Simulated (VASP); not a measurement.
A run of VASP 6.6.1:

File INCAR:

```
SYSTEM = PbS
ALGO = Normal
EDIFF = 1E-6
ENCUT = 520
GGA = PE
ISIF = 2
ISMEAR = 0
LASPH = .True.
LCHARG = .False.
LREAL = .False.
LWAVE = .False.
NBANDS = 17
NELM = 100
PREC = Accurate
SIGMA = 0.026000000000000002
```

Contents of KPOINTS:

```
k-points
0
Gamma
  8 8 8
  0 0 0
```

File POSCAR:

```
PbS
1.0
    0.0000000000      2.9657500000      2.9657500000
    2.9657500000      0.0000000000      2.9657500000
    2.9657500000      2.9657500000      0.0000000000
Pb S
1 1
Direct
    0.0000000000      0.0000000000      0.0000000000
    0.5000000000      0.5000000000      0.5000000000
```

Potentials or basis: VASP PAW PBE potentials, release 64 (Pb_d, S).

Run with:

```sh
$ cat potpaw_PBE.64/Pb_d/POTCAR potpaw_PBE.64/S/POTCAR > POTCAR
$ mpirun -np 1 vasp_std > vasp.out
```

Hardware: 1 thread of Intel(R) Xeon(R) 6975P-C (Granite Rapids), on a shared host.

Problem. Estimate the wall time of this run.

Solution. It took 8.5 s on 1 thread of Intel(R) Xeon(R) 6975P-C (Granite Rapids), with other jobs on the host, peak memory 0.18 GiB. Counts: scf iterations 12, k points 29.
